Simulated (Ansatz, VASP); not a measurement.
# GaAs: VASP beside Ansatz

```
CELL_PARAMETERS angstrom
0.00000 2.82893 2.82893
2.82893 0.00000 2.82893
2.82893 2.82893 0.00000
ATOMIC_POSITIONS crystal
Ga 0.00000 0.00000 0.00000
As 0.25000 0.25000 0.25000
```

Alike in both runs: functional PBEsol; k mesh 10 × 10 × 10; occupations gaussian, width 0.05 eV; no spin polarisation.

Ansatz relaxed the structure, and its values are those at the end. VASP's run is a single point on that final structure, the one shown.

|  | VASP | Ansatz |
| --- | --- | --- |
| version | VASP 6.6.1 | Ansatz 0.2.0 |
| potentials or method | VASP PAW PBE potentials, release 64 (Ga_d, As), cutoff 520 eV | scalar-relativistic, plane waves, PAW |
| valence electrons in the cell | 18 | 28 |

```tsv
	VASP	Ansatz	Ansatz less VASP
gap on the k mesh at the Fermi level (eV)	0.44	0.43	-0.014
least direct gap on the mesh (eV)	0.44	0.43	-0.014
pressure (GPa)	0.2	0.0	-0.16
```

VASP's potentials were made for PBE, not for PBEsol. With one functional, cell and mesh, what is left measures potentials, basis and numerics. VASP's potentials hold 18 valence electrons a cell and Ansatz's 28, so a difference there can come from the potentials and not from the codes.
